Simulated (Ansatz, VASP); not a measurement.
## PbO in VASP and in Ansatz

```
CELL_PARAMETERS angstrom
3.94363 0.00000 0.00000
0.00000 3.94363 0.00000
0.00000 0.00000 4.89826
ATOMIC_POSITIONS crystal
Pb 0.00000 0.50000 0.24056
Pb 0.50000 0.00000 0.75944
O 0.00000 0.00000 0.00000
O 0.50000 0.50000 0.00000
```

Alike in both runs: functional LDA; k mesh 8 × 8 × 6; occupations gaussian, width 0.02 eV; no spin polarisation.

Ansatz relaxed the structure, and its values are those at the end. VASP's run is a single point on that final structure, the one shown.

```csv
,VASP,Ansatz
version,VASP 6.6.1,Ansatz 0.2.0
potentials or method,"VASP PAW LDA potentials, release 64 (Pb_d, O_h)","scalar-relativistic, plane waves, PAW"
plane-wave cutoff (eV),910,420
valence electrons in the cell,40,40
```

```tsv
	VASP	Ansatz	Ansatz less VASP
gap on the k mesh at the Fermi level (eV)	1.03	1.06	+0.022
least direct gap on the mesh (eV)	2.20	2.19	-0.013
rms of the force components (eV/Å)	0.028	0.000	-0.0276
```

LDA's correlation is that of Perdew and Zunger in VASP and of Perdew and Wang (1992) in Ansatz.

Spin-orbit coupling is off throughout. Noted on VASP's run: the cutoff is short for stress, so the pressure is rough.
